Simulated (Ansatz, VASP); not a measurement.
Two plane-wave programs on CsNaP2

```
Cs Na P
1.0
     4.05434    0.00000    0.00000
     0.00000    4.05434    0.00000
     0.00000    0.00000    7.09954
Cs Na P
1 1 2
Cartesian
  0.0000 0.0000 3.5498
  0.0000 0.0000 0.0000
  2.0272 2.0272 1.0366
  2.0272 2.0272 6.0630
```

Alike in both runs: functional PBE; k mesh 4 × 4 × 4; occupations gaussian, width 0.1 eV; no spin polarisation.

Ansatz relaxed the structure, and its values are those at the end. VASP's run is a single point on that final structure, the one shown.

```csv
,VASP,Ansatz
version,VASP 6.6.1,Ansatz 0.2.0
potentials or method,"VASP PAW PBE potentials, release 64 (Cs_sv, Na_sv, P), cutoff 970 eV","scalar-relativistic, plane waves, PAW"
valence electrons in the cell,28,28
```

Ansatz gave:

| Item | Value |
| --- | --- |
| gap on the k mesh at the Fermi level (eV) | none |
| pressure (GPa) | 0.1 |
| rms of the force components (eV/Å) | 0.003 |

Task: What did VASP give for the same quantities?

Result: gap on the k mesh at the Fermi level (eV): none; pressure (GPa): 0.0; rms of the force components (eV/Å): 0.029.

A gap of «none» marks a metal or a gap that the smearing closes. The functional is the same, so the differences come from potentials, cutoffs and numerics.

The k mesh is coarse, so the values compare programs but aren't converged. Neither program's run includes spin-orbit coupling.
